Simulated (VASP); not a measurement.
Here is a VASP 6.6.1 calculation.

INCAR

```
PREC     = Accurate       # precision mode
ENCUT    = 520            # plane-wave cutoff, eV
EDIFF    = 1E-7           # SCF threshold, eV
ISMEAR   = -1             # smearing method
SIGMA    = 0.05           # smearing width, eV
LREAL    = False          # projectors in reciprocal space
LASPH    = True           # aspherical terms in the spheres
NELM     = 80             # most SCF steps
ALGO     = Fast           # electronic algorithm
ISIF     = 2              # what is computed and relaxed
LWAVE    = False          # write WAVECAR
LCHARG   = True           # write CHGCAR
GGA      = PS             # functional
LELF     = True           # ELF
LVHAR    = True         
NBANDS   = 34             # bands
```

The input KPOINTS:

```
regular mesh
0
Gamma
  13 13 13
```

POSCAR

```
ScRu3
1.0
   -1.9492590000      1.9492590000      4.0222910000
    1.9492590000     -1.9492590000      4.0222910000
    1.9492590000      1.9492590000     -4.0222910000
Ru Sc
3 1
Direct
    0.5000000000      0.5000000000      0.0000000000
    0.2500000000      0.7500000000      0.5000000000
    0.7500000000      0.2500000000      0.5000000000
    0.0000000000      0.0000000000      0.0000000000
```

Potentials or basis: VASP PAW PBE potentials, release 64 (Ru_pv, Sc_sv).

The run is started by

```sh
$ cat potpaw_PBE.64/Ru_pv/POTCAR potpaw_PBE.64/Sc_sv/POTCAR > POTCAR
$ mpirun -np 1 vasp_std > vasp.out
```

Question: What does it give for the pressure?

Answer: -9.4 GPa.

Question: Predict the band gap on the k mesh.

Answer: Zero (an odd number of electrons rules out a gap without spin polarisation).

Stress tensor (GPa, compression positive):
```
-9.48  0.00  0.00
 0.00 -9.48  0.00
 0.00  0.00 -9.10
```

Caveat: the cell stands under tension; the PAW data sets were made with another functional, which shifts forces and pressure a little.
